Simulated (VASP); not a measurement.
**ZrB: single point with PBE0**

The system is ZrB.

```
Zr B
1.0
     0.00000    2.32500    2.32500
     2.32500    0.00000    2.32500
     2.32500    2.32500    0.00000
Zr B
1 1
Direct
  0.00000 0.00000 0.00000
  0.50000 0.50000 0.50000
```

```
Program             : VASP 6.6.1
Task                : single point
Functional          : PBE0
Potentials or basis : VASP PAW PBE potentials, release 64 (Zr_sv, B)
Cutoff              : 520 eV
k mesh              : 6 × 6 × 6
Occupations         : fermi-dirac, width 0.05 eV
Spin                : no spin polarisation
```

```json
{
  "Pressure": "33.8 GPa",
  "Band gap on the k mesh": "zero (an odd number of electrons rules out a gap without spin polarisation)"
}
```

Levels at points of the mesh, in eV from the Fermi level:
| k point | band 6 | band 7 | band 8 | band 9 | band 10 | band 11 |
| --- | --- | --- | --- | --- | --- | --- |
| (0.00, 0.00, 0.00) | 3.26 | 3.26 | 3.26 | 4.99 | 4.99 | 5.08 |
| (0.50, 0.00, 0.00) | -4.59 | -1.73 | -1.73 | 7.50 | 7.50 | 9.18 |
| (0.50, 0.50, 0.00) | -1.27 | -0.86 | 3.52 | 3.52 | 6.94 | 8.74 |

Wall time 37 min on 1 thread of Oxide Virtual Turin-like Processor, with other jobs on the host, peak memory 0.13 GiB.

Caveat: the k points lie up to 0.39 Å⁻¹ apart, too coarse for converged energies and pressures of a metal; the PAW data sets were made with another functional, which shifts forces and pressure a little.
